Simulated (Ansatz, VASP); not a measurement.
Two plane-wave programs on TaN

POSCAR

```
TaN
1.0
    0.0000000000      2.2113230000      2.2113230000
    2.2113230000      0.0000000000      2.2113230000
    2.2113230000      2.2113230000      0.0000000000
Ta N
1 1
Direct
    0.5000000000      0.5000000000      0.5000000000
    0.0000000000      0.0000000000      0.0000000000
```

The input INCAR.step1:

```
SYSTEM = TaN
PREC = Accurate
ENCUT = 660
ISMEAR = -1
SIGMA = 0.05
LREAL = .False.
LASPH = .True.
NELM = 120
NBANDS = 16
GGA = PE
ALGO = Normal
EDIFF = 1E-5
LWAVE = .True.
LCHARG = .False.
GGA_COMPAT = .False.
```

The input INCAR.step2:

```
SYSTEM = TaN
PREC = Accurate
ENCUT = 660
EDIFF = 1E-6
ISMEAR = -1
SIGMA = 0.05
LREAL = .False.
LASPH = .True.
NELM = 120
ALGO = Normal
ISIF = 2
LWAVE = .False.
LCHARG = .False.
METAGGA = R2SCAN
LMIXTAU = .True.
NBANDS = 16
ISTART = 1
GGA_COMPAT = .False.
```

File KPOINTS:

```
Automatic mesh
0
Gamma
  6 6 6
  0 0 0
```

input.yaml

```yaml
crystal:
  lattice:
    - [0.0, 2.211323, 2.211323]
    - [2.211323, 0.0, 2.211323]
    - [2.211323, 2.211323, 0.0]
  atoms:
    - { symbol: Ta, position: [0.5, 0.5, 0.5] }
    - { symbol: "N", position: [0.0, 0.0, 0.0] }
hamiltonian:
  xc: r2scan
  pseudopotentials: { kind: paw }
kpoints:
  mp_grid: { grid: [6, 6, 6] }
scf:
  occupations: { method: fermi_dirac, width: 0.05 }
output:
  forces: true
  stress: true
  eigenvalues: true
```

Alike in both runs: task single point; functional r2SCAN; k mesh 6 × 6 × 6; occupations fermi-dirac, width 0.05 eV; no spin polarisation.

```csv
,VASP,Ansatz
version,VASP 6.6.1,Ansatz 0.2.0
potentials or method,"VASP PAW PBE potentials, release 64 (Ta_sv_GW, N)",Ansatz PAW
plane-wave cutoff (eV),660,500
valence electrons in the cell,18,18
```

```csv
,VASP,Ansatz,Ansatz less VASP
gap on the k mesh at the Fermi level (eV),none,none,-
pressure (GPa),-5.6,-5.6,+0.09
```

VASP's potentials were made for PBE, not for r2SCAN. A gap of «none» marks a metal or a gap that the smearing closes.

The k mesh is coarse, so the values compare programs but aren't converged. Neither program's run includes spin-orbit coupling.
